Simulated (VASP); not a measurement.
Here is a VASP 6.6.1 calculation.

The input POSCAR:

```
GaN
1.0
    0.0000000000      2.2489525487      2.2489525487
    2.2489525487      0.0000000000      2.2489525487
    2.2489525487      2.2489525487      0.0000000000
Ga N
1 1
Direct
    0.0000000000      0.0000000000      0.0000000000
    0.2500000000      0.2500000000      0.2500000000
```

INCAR.step1

```
SYSTEM = GaN
PREC = Accurate
ENCUT = 520
EDIFF = 1E-5
ISMEAR = 0
SIGMA = 0.01
LREAL = .FALSE.
LASPH = .TRUE.
NELM = 80
ALGO = Normal
ISIF = 2
LWAVE = .TRUE.
NBANDS = 16
GGA = PE
```

INCAR.step2

```
SYSTEM = GaN
PREC = Accurate
ENCUT = 520
EDIFF = 1E-6
ISMEAR = 0
SIGMA = 0.01
LREAL = .FALSE.
LASPH = .TRUE.
NELM = 80
ALGO = Normal
ISIF = 2
LWAVE = .FALSE.
LCHARG = .TRUE.
GGA = PE
LHFCALC = .TRUE.
HFSCREEN = 0.2079
PRECFOCK = Normal
LELF = .TRUE.
LVHAR = .TRUE.
NBANDS = 16
ISTART = 1
```

Contents of KPOINTS:

```
regular mesh
0
G
  6 6 6
  0 0 0
```

Potentials or basis: VASP PAW PBE potentials, release 64 (Ga_d, N).

Launch:

```sh
$ cat potpaw_PBE.64/Ga_d/POTCAR potpaw_PBE.64/N/POTCAR > POTCAR
$ cp INCAR.step1 INCAR
$ mpirun -np 1 vasp_std > vasp.out
$ cp INCAR.step2 INCAR
$ mpirun -np 1 vasp_std > vasp.out
```

Task: What does it give for the band gap on the k mesh?

Result: 3.02 eV.

Task: What does it give for the pressure?

Result: -0.1 GPa.

Caveat: the structure was generated, so it needn't be the stable form of GaN; the PAW data sets were made with another functional, which shifts forces and pressure a little.
